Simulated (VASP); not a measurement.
# AlNi (Pm-3m) in VASP: further runs

AlNi is run at these levels: PBE+D3(BJ); tasks: single point, relaxation of cell and atoms.

Everything below comes from runs of VASP 6.6.1. Logs are shortened: lines on timing, memory, paths and dates and some standing lists are left out, and cuts for length are marked.

**1. The cell of the first run**

It takes space group Pm-3m (No. 221, cubic). The conventional cell has a = 2.857 Å, b = 2.857 Å, c = 2.857 Å, α = 90.00°, β = 90.00°, γ = 90.00°. Al (site symmetry m-3m) has 8 Ni at 2.47 Å and 6 Al at 2.86 Å within 3.3 Å. Within 3.3 Å of Ni (site symmetry m-3m) lie 8 Al at 2.47 Å and 6 Ni at 2.86 Å.

**2. Single point, PBE+D3(BJ)**

INCAR

```
PREC = Accurate ; ENCUT = 520
EDIFF = 1E-6 ; ISMEAR = 0
SIGMA = 0.1 ; LREAL = F
LASPH = T ; NELM = 80
ALGO = Normal ; ISIF = 2
LWAVE = F ; LCHARG = F
GGA = PE ; IVDW = 12
NBANDS = 14
```

KPOINTS

```
Automatic mesh
0
Gamma
  14 14 14
```

POSCAR

```
AlNi
1.0
    2.8574477862      0.0000000000      0.0000000000
    0.0000000000      2.8574477862      0.0000000000
    0.0000000000      0.0000000000      2.8574477862
Al Ni
1 1
Direct
    0.0000000000      0.0000000000      0.0000000000
    0.5000000000      0.5000000000      0.5000000000
```

Potentials or basis: VASP PAW PBE potentials, release 64 (Al, Ni).

Started as:

```sh
$ cat potpaw_PBE.64/Al/POTCAR potpaw_PBE.64/Ni/POTCAR > POTCAR
$ mpirun -np 1 vasp_std > vasp.out
```

OUTCAR:

```text
PREC = Accurate
   ENCUT = 520
   EDIFF = 1E-6
   ISMEAR = 0
   LREAL = F
   LASPH = T
   NELM = 80
   ISIF = 2
   GGA = PE
   IVDW = 12
 IVDW          = 12

 ion  position               nearest neighbor table
   1  0.000  0.000  0.000-   2 2.47   2 2.47   2 2.47   2 2.47   2 2.47   2 2.47   2 2.47   2 2.47

   2  0.500  0.500  0.500-   1 2.47   1 2.47   1 2.47   1 2.47   1 2.47   1 2.47   1 2.47   1 2.47

  LATTYP: Found a simple cubic cell.
 ALAT       =     2.8574477862

  Lattice vectors:

 A1 = (   2.8574477862,   0.0000000000,   0.0000000000)
 A2 = (   0.0000000000,   2.8574477862,   0.0000000000)
 A3 = (   0.0000000000,   0.0000000000,   2.8574477862)

Analysis of symmetry for initial positions (statically):
=====================================================================
 Subroutine PRICEL returns:
 Original cell was already a primitive cell.

 Routine SETGRP: Setting up the symmetry group for a
 simple cubic supercell.

 Subroutine GETGRP returns: Found 48 space group operations
 (whereof 48 operations were pure point group operations)
 out of a pool of 48 trial point group operations.

The static configuration has the point symmetry O_h .

Analysis of symmetry for dynamics (positions and initial velocities):
=====================================================================
 Subroutine PRICEL returns:
 Original cell was already a primitive cell.

 Routine SETGRP: Setting up the symmetry group for a
 simple cubic supercell.

 Subroutine GETGRP returns: Found 48 space group operations
 (whereof 48 operations were pure point group operations)
 out of a pool of 48 trial point group operations.

The dynamic configuration has the point symmetry O_h .

 Subroutine INISYM returns: Found 48 space group operations
 (whereof 48 operations are pure point group operations),
 and found     1 'primitive' translations

----------------------------------------------------------------------------------------

                                     Primitive cell

  volume of cell :      23.3311

  direct lattice vectors                    reciprocal lattice vectors
     2.857447786  0.000000000  0.000000000     0.349962650  0.000000000  0.000000000
     0.000000000  2.857447786  0.000000000     0.000000000  0.349962650  0.000000000
     0.000000000  0.000000000  2.857447786     0.000000000  0.000000000  0.349962650

  length of vectors
     2.857447786  2.857447786  2.857447786     0.349962650  0.349962650  0.349962650

  position of ions in fractional coordinates (direct lattice)
     0.000000000  0.000000000  0.000000000
     0.500000000  0.500000000  0.500000000

  ion indices of the primitive-cell ions
   primitive index   ion index
                 1           1
                 2           2

----------------------------------------------------------------------------------------

 KPOINTS: Automatic mesh

Automatic generation of k-mesh.
 Grid dimensions read from file:
 generate k-points for:   14   14   14

 Generating k-lattice:

  Cartesian coordinates                     Fractional coordinates (reciprocal lattice)
     0.024997332  0.000000000  0.000000000     0.071428571  0.000000000  0.000000000
     0.000000000  0.024997332  0.000000000     0.000000000  0.071428571  0.000000000
     0.000000000  0.000000000  0.024997332     0.000000000  0.000000000  0.071428571

  Length of vectors
     0.024997332  0.024997332  0.024997332

  Shift w.r.t. Gamma in fractional coordinates (k-lattice)
     0.000000000  0.000000000  0.000000000

 Subroutine IBZKPT returns following result:
 ===========================================

 Found    120 irreducible k-points:

 Following reciprocal coordinates:
            Coordinates               Weight
  0.000000  0.000000  0.000000      1.000000
  0.071429  0.000000  0.000000      6.000000
  0.142857  0.000000  0.000000      6.000000
  0.214286  0.000000  0.000000      6.000000
  0.285714  0.000000  0.000000      6.000000
  0.357143  0.000000  0.000000      6.000000
[... 16 lines left out ...]
  0.285714  0.214286  0.000000     24.000000
  0.357143  0.214286  0.000000     24.000000
 [... further k-points ...]
   k-points           NKPTS =    120   k-points in BZ     NKDIM =    120   number of bands    NBANDS=     14
   number of dos      NEDOS =    301   number of ions     NIONS =      2
   total plane-waves  NPLWV =  13824
   dimension x,y,z NGX =    24 NGY =   24 NGZ =   24
   dimension x,y,z NGXF=    48 NGYF=   48 NGZF=   48
   ions per type =               1   1
   NGX,Y,Z   is equivalent  to a cutoff of  13.96, 13.96, 13.96 a.u.
   NGXF,Y,Z  is equivalent  to a cutoff of  27.93, 27.93, 27.93 a.u.
 SYSTEM =  unknown system
   PREC   = accura    normal or accurate (medium, high low for compatibility)
   ISTART =      0    job   : 0-new  1-cont  2-samecut
   ICHARG =      2    charge: 1-file 2-atom 10-const
   ISPIN  =      1    spin polarized calculation?
   LNONCOLLINEAR =      F non collinear calculations
   LSORBIT =      F    spin-orbit coupling
   LASPH  =      T    aspherical Exc in radial PAW
   ENCUT  =  520.0 eV  38.22 Ry    6.18 a.u.   5.31  5.31  5.31*2*pi/ulx,y,z
   NELM   =     80;   NELMIN=  2; NELMDL= -5     # of ELM steps
   EDIFF  = 0.1E-05   stopping-criterion for ELM
   LREAL  =      F    real-space projection
   EDIFFG = 0.1E-04   stopping-criterion for IOM
   NSW    =      0    number of steps for IOM
   IBRION =     -1    ionic relax: 0-MD 1-quasi-New 2-CG
   NFREE  =      0    steps in history (QN), initial steepest desc. (CG)
   ISIF   =      2    stress and relaxation
   ISYM   =      2    0-nonsym 1-usesym 2-fastsym
   POTIM  = 0.5000    time-step for ionic-motion
   TEBEG  =    0.0;   TEEND  =   0.0 temperature during run
   PSTRESS=    0.0 pullay stress
   NELECT =      13.0000    total number of electrons
   NUPDOWN=      -1.0000    fix difference up-down
   EMIN   =  10.00;   EMAX   =-10.00  energy-range for DOS
   EFERMI =   0.00;   METHOD = LEGACY
   ISMEAR =     0;   SIGMA  =   0.10  broadening in eV -4-tet -1-fermi 0-gaus
   EFERMI_NEDOS =   21; number of points for ismear=-14 and -15
   IALGO  =     38    algorithm
   IMIX   =      4    mixing-type and parameters
     AMIX     =   0.40;   BMIX     =  1.00
     AMIX_MAG =   1.60;   BMIX_MAG =  1.00
  volume/ion in A,a.u.               =      11.67        78.72
  Fermi-wavevector in a.u.,A,eV,Ry     =   1.347135  2.545715 24.691466  1.814772
  Thomas-Fermi vector in A             =   2.474910
   LORBIT       =      0    0 simple, 1 ext, 2 COOP (PROOUT), +10 PAW based schemes
   GGA     = PE    functional components
   LHFCALC =     F    Hartree Fock is set to
   AEXX    =    0.0000 exact exchange contribution
   IVDW    =    12    specifies the selected vdW correction
   LEPSILON=     F    determine dielectric tensor
   LRPA    =     F    only Hartree local field effects (RPA)
 non-spin polarized calculation
 Gauss-broadening in eV      SIGMA  =   0.10
  energy-cutoff  :      520.00
  volume of cell :       23.33
 maximum number of plane-waves:       651
 NGX is ok and might be reduce to    24
   NGX = 11   NGY = 11   NGZ = 11

 number of electron      13.0000008 magnetization

 Free energy of the ion-electron system (eV)
  ---------------------------------------------------
  ext. energy  EPLUGINS =         0.00000000
  ---------------------------------------------------
  free energy    TOTEN  =       -10.52226961 eV

  energy without entropy =      -10.51720131  energy(sigma->0) =      -10.51973546

 E-fermi :  10.3242     XC(G=0): -12.1671

 val. band max:       10.3166222667   @ k =   0.3571   0.2143   0.0714
 cond. band min:      10.3257817188   @ k =   0.3571   0.1429   0.1429
 fundamental gap:      0.0091594520
 Fermi energy:        10.3241662058

 k-point     1 :       0.0000    0.0000    0.0000
  band No.  band energies     occupation
      1      -0.9639      2.00000
      2       7.0092      2.00000
      3       7.0092      2.00000
      4       8.7626      2.00000
      5       8.7626      2.00000
      6       8.7626      2.00000
      7      15.9606      0.00000
      8      15.9606      0.00000
      9      15.9606      0.00000
     10      18.5600      0.00000
     11      18.5600      0.00000
     12      24.5445      0.00000
     13      31.5716      0.00000
     14      31.5716      0.00000

 k-point     2 :       0.0714    0.0000    0.0000
  band No.  band energies     occupation
      1      -0.8683      2.00000
      2       7.0026      2.00000
      3       7.0322      2.00000
      4       8.7205      2.00000
      5       8.7205      2.00000
      6       8.7671      2.00000
      7      14.9623      0.00000
      8      16.0871      0.00000
      9      16.0871      0.00000
     10      18.5639      0.00000
     11      19.4675      0.00000
     12      24.8731      0.00000
     13      30.4919      0.00000
     14      30.4919      0.00000

 k-point     3 :       0.1429    0.0000    0.0000
  band No.  band energies     occupation
      1      -0.5828      2.00000
      2       6.9584      2.00000
      3       7.0973      2.00000
      4       8.6066      2.00000
      5       8.6066      2.00000
      6       8.7798      2.00000
      7      13.3415      0.00000
      8      16.4544      0.00000
      9      16.4544      0.00000
     10      18.5752      0.00000
     11      20.7717      0.00000
     12      25.9176      0.00000
     13      28.7377      0.00000
     14      28.7377      0.00000

 k-point     4 :       0.2143    0.0000    0.0000
  band No.  band energies     occupation
      1      -0.1117      2.00000
      2       6.7938      2.00000
      3       7.1934      2.00000
      4       8.4521      2.00000
      5       8.4521      2.00000
      6       8.7981      2.00000
      7      11.8381      0.00000
      8      17.0334      0.00000
      9      17.0334      0.00000
     10      18.5930      0.00000
     11      21.8016      0.00000
     12      26.9817      0.00000
     13      26.9817      0.00000
     14      27.6526      0.00000

 k-point     5 :       0.2857    0.0000    0.0000
  band No.  band energies     occupation
      1       0.5370      2.00000
      2       6.3630      2.00000
      3       7.3033      2.00000
      4       8.2922      2.00000
      5       8.2922      2.00000
      6       8.8185      2.00000
      7      10.6994      0.00000
      8      17.7907      0.00000
      9      17.7907      0.00000
     10      18.6154      0.00000
     11      22.6403      0.00000
[... 276 lines left out ...]
 k-point    22 :       0.2143    0.2143    0.0000
  band No.  band energies     occupation
      1       0.7152      2.00000
      2       7.0420      2.00000
      3       7.0726      2.00000
      4       8.0995      2.00000
      5       8.4600      2.00000
      6       8.5493      2.00000
      7      11.9868      0.00000
      8      13.3429      0.00000
      9      18.0597      0.00000
     10      19.8933      0.00000
     11      22.8468      0.00000
     12      25.2268      0.00000
     13      27.3433      0.00000
     14      27.7236      0.00000

 k-point    23 :       0.2857    0.2143    0.0000
  band No.  band energies     occupation
      1       1.3412      2.00000
      2       6.6850      2.00000
      3       7.2310      2.00000
      4       8.0061      2.00000
      5       8.3416      2.00000
      6       8.5441      2.00000
      7      11.0706      0.00000
      8      13.5414      0.00000
      9      18.7888      0.00000
     10      19.3550      0.00000
     11      22.1290      0.00000
     12      25.9016      0.00000
     13      26.4178      0.00000
     14      27.9727      0.00000

 k-point    24 :       0.3571    0.2143    0.0000
  band No.  band energies     occupation
      1       2.1206      2.00000
      2       6.0098      2.00000
      3       7.4063      2.00000
      4       7.9595      2.00000
      5       8.2170      2.00000
      6       8.5647      2.00000
      7      10.2520      1.69277
      8      14.1777      0.00000
      9      18.2879      0.00000
     10      19.6666      0.00000
     11      22.0929      0.00000
     12      24.4234      0.00000
     13      26.6902      0.00000
     14      28.2260      0.00000

 [... further k-points ...]

------------------------ aborting loop because EDIFF is reached ----------------------------------------

 Edisp (eV)   -0.90877

 E8    (eV) :    -0.4007

  FORCE on cell =-STRESS in cart. coord.  units (eV):
  Direction    XX          YY          ZZ          XY          YZ          ZX
  --------------------------------------------------------------------------------------
  -------------------------------------------------------------------------------------
  Total      -0.01144    -0.01144    -0.01144    -0.00000     0.00000    -0.00000
  in kB      -0.78545    -0.78545    -0.78545    -0.00000     0.00000    -0.00000
  external pressure =       -0.79 kB  Pullay stress =        0.00 kB

 VOLUME and BASIS-vectors are now :
 -----------------------------------------------------------------------------
  energy-cutoff  :      520.00
  volume of cell :       23.33
      direct lattice vectors                 reciprocal lattice vectors
     2.857447786  0.000000000  0.000000000     0.349962650  0.000000000  0.000000000
     0.000000000  2.857447786  0.000000000     0.000000000  0.349962650  0.000000000
     0.000000000  0.000000000  2.857447786     0.000000000  0.000000000  0.349962650

 POSITION                                       TOTAL-FORCE (eV/Angst)
 -----------------------------------------------------------------------------------
      0.00000      0.00000      0.00000         0.000000      0.000000      0.000000
      1.42872      1.42872      1.42872         0.000000      0.000000      0.000000
 -----------------------------------------------------------------------------------
    total drift:                                0.000000      0.000000     -0.000000

  FREE ENERGIE OF THE ION-ELECTRON SYSTEM (eV)
  ---------------------------------------------------
  free  energy   TOTEN  =       -11.4310370906 eV

  energy  without entropy=      -11.4259687843  energy(sigma->0) =      -11.42850294
```

Run time: 10 s. Hardware: 1 thread of Intel Xeon 6975P-C (Granite Rapids), shared host; peak memory 0.17 GiB.

What came out:

- Free energy: -11.4310 eV
- Pressure: -0.1 GPa
- Dispersion energy per atom: -0.454 eV

Caveat: pairwise dispersion overbinds metals, which lowers pressure and volume. Spin polarisation is off, so any magnetic state and its effect on volume and gap are missing.

**3. Relaxation of cell and atoms, PBE+D3(BJ)**

This run uses another cell than the first one, of 12.11 Å³/atom, 1.038 times its volume.

INCAR

```
SYSTEM = AlNi
PREC     = Accurate       ! precision mode
ENCUT    = 600            ! plane-wave cutoff, eV
EDIFF    = 1E-6           ! SCF threshold, eV
ISMEAR   = 0              ! smearing method
SIGMA    = 0.1            ! smearing width, eV
LREAL    = .False.        ! projectors in reciprocal space
LASPH    = .True.         ! aspherical terms in the spheres
NELM     = 80             ! most SCF steps
ALGO     = Normal         ! electronic algorithm
ISIF     = 3              ! what is computed and relaxed
LWAVE    = .False.        ! write WAVECAR
LCHARG   = .False.        ! write CHGCAR
GGA      = PE             ! functional
IVDW     = 12             ! dispersion correction
IBRION   = 2              ! ionic algorithm
NSW      = 70             ! ionic steps
EDIFFG   = -0.005         ! ionic threshold
```

KPOINTS

```
regular mesh
0
Gamma
  14 14 14
  0 0 0
```

POSCAR

```
AlNi
1.0
    2.8930835179      0.0000000000      0.0000000000
    0.0000000000      2.8930835179      0.0000000000
    0.0000000000      0.0000000000      2.8930835179
Al Ni
1 1
Direct
    0.0000000000      0.0000000000      0.0000000000
    0.5000000000      0.5000000000      0.5000000000
```

Potentials or basis: VASP PAW PBE potentials, release 64 (Al, Ni).

Started as:

```sh
$ cat potpaw_PBE.64/Al/POTCAR potpaw_PBE.64/Ni/POTCAR > POTCAR
$ mpirun -np 1 vasp_std > vasp.out
```

Run time: 18 s. Hardware: 1 thread of Intel Xeon 6975P-C (Granite Rapids), shared host; peak memory 0.18 GiB.

Results (log left out):

```yaml
Free_energy: -11.4311 eV
Relaxed_volume: 11.66 Å³/atom
Relaxed_cell: a = 2.857 Å, b = 2.857 Å, c = 2.857 Å, α = 90.00°, β = 90.00°, γ = 90.00°
Space_group_after_relaxing_to_0.05_Å: Pm-3m (No. 221)
Energy_gained_by_relaxing: 8.7 meV/atom
Ionic_steps: 3
Pressure_after_relaxing: 0.0 GPa
Dispersion_energy_per_atom: -0.455 eV
```

The path:
```
step  energy change (eV)  largest force (eV/Å)  pressure (GPa)  volume (Å³)
   1              0.0000                0.0000           -5.97        24.21
   2             -0.0071                0.0000            5.15        22.67
   3             -0.0174                0.0000           -0.04        23.32
```

Final structure:
```xyz
2
Lattice="2.8571 0.0000 0.0000 0.0000 2.8571 0.0000 0.0000 0.0000 2.8571" Properties=species:S:1:pos:R:3 pbc="T T T"
Al    0.0000    0.0000    0.0000
Ni    1.4285    1.4285    1.4285
```

Levels at points of the mesh, in eV from the Fermi level:
```csv
k point,band 4,band 5,band 6,band 7,band 8,band 9,band 10
"(0.00, 0.00, 0.00)",-1.56,-1.56,-1.56,5.64,5.64,5.64,8.24
"(0.50, 0.00, 0.00)",-2.29,-2.29,-1.47,-0.63,8.34,10.18,10.18
"(0.50, 0.50, 0.00)",-2.92,-2.12,-2.12,-1.01,1.56,2.62,12.59
"(0.50, 0.50, 0.50)",-0.98,-0.98,2.01,2.01,2.01,3.94,4.58
```

Caveat: pairwise dispersion overbinds metals, which lowers pressure and volume. Spin polarisation is off, so any magnetic state and its effect on volume and gap are missing.
